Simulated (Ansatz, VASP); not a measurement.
Two plane-wave programs on PbI2

```
Pb I
1.0
     4.55500    0.00000    0.00000
    -2.27750    3.94475    0.00000
     0.00000    0.00000    6.55838
Pb I
1 2
Cartesian
  0.0000 0.0000 0.0000
  0.0000 2.6298 1.7380
  2.2775 1.3149 4.8204
```

Change from the starting cell: strain -0.0600 x Voigt [0, 0, 1, 0, 0, 0], atoms carried along.

Alike in both runs: task single point; functional PBEsol; k mesh 9 × 9 × 4; occupations gaussian, width 0.05 eV; no spin polarisation.

```csv
,VASP,Ansatz
version,VASP 6.6.1,Ansatz 0.2.0
potentials or method,"VASP PAW PBE potentials, release 64 (Pb_d, I), cutoff 500 eV","scalar-relativistic, plane waves, PAW"
valence electrons in the cell,28,48
```

Ansatz gave:

* gap on the k mesh at the Fermi level (eV): 1.86
* least direct gap on the mesh (eV): 1.99
* pressure (GPa): 2.0
* traceless stress, the component that is largest in VASP (GPa): 0.50
* rms of the force components (eV/Å): 0.173

Question: Which values does VASP return?

Answer: gap on the k mesh at the Fermi level (eV): 1.86; least direct gap on the mesh (eV): 1.99; pressure (GPa): 2.0; traceless stress, the component that is largest in VASP (GPa): 0.50; rms of the force components (eV/Å): 0.174.

VASP's potentials were made for PBE, not for PBEsol. Atom by atom the forces differ by 0.001 eV/Å (rms over components). The functional is the same, so the differences come from potentials, cutoffs and numerics. VASP's potentials hold 28 valence electrons a cell and Ansatz's 48, so a difference there can come from the potentials and not from the codes.

Neither program's run includes spin-orbit coupling.
